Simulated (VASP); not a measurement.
BaTiO3, 10 atoms in the cell. The structure is cubic, space group Pm-3m (No. 221). Conventional cell: a = 4.064 Å, b = 4.064 Å, c = 4.064 Å, α = 90.00°, β = 90.00°, γ = 90.00°. Within 3.8 Å of Ba (site symmetry m-3m) lie 12 O at 2.87 Å and 8 Ti at 3.52 Å. Ti (site symmetry m-3m) has 6 O at 2.03 Å within 2.7 Å. O (site symmetry 4/mmm) has 2 Ti at 2.03 Å within 2.7 Å. O (site symmetry 4/mmm) has 2 Ti at 2.03 Å within 2.7 Å. 

| Quantity | Value |
| --- | --- |
| Program | VASP 6.6.1 |
| Task | single point |
| Functional | r2SCAN |
| Potentials or basis | VASP PAW PBE potentials, release 64 (Ba_sv, Ti_sv, O) |
| Cutoff | 520 eV |
| k mesh | 5 × 6 × 5 |
| Occupations | fermi-dirac, width 0.1 eV |
| Spin | no spin polarisation |
| Dipole correction | no |
| Further INCAR settings | ALGO = Normal; EDIFF = 1e-06; NBANDS = 51 |

Potentials or basis: VASP PAW PBE potentials, release 64 (Ba_sv, Ti_sv, O).

The run is started by

```sh
$ cat potpaw_PBE.64/Ba_sv/POTCAR potpaw_PBE.64/Ti_sv/POTCAR potpaw_PBE.64/O/POTCAR > POTCAR
$ cp INCAR.step1 INCAR
$ mpirun -np 1 vasp_std > vasp.out
$ cp INCAR.step2 INCAR
$ mpirun -np 1 vasp_std > vasp.out
```

Hardware: 1 thread of Intel Xeon 8259CL (shared host).

**Question.** Estimate the wall time of this run.

**Answer.** It took 13 min on 1 thread of Intel Xeon 8259CL (shared host), peak memory 0.37 GiB. Counts: k points 24.
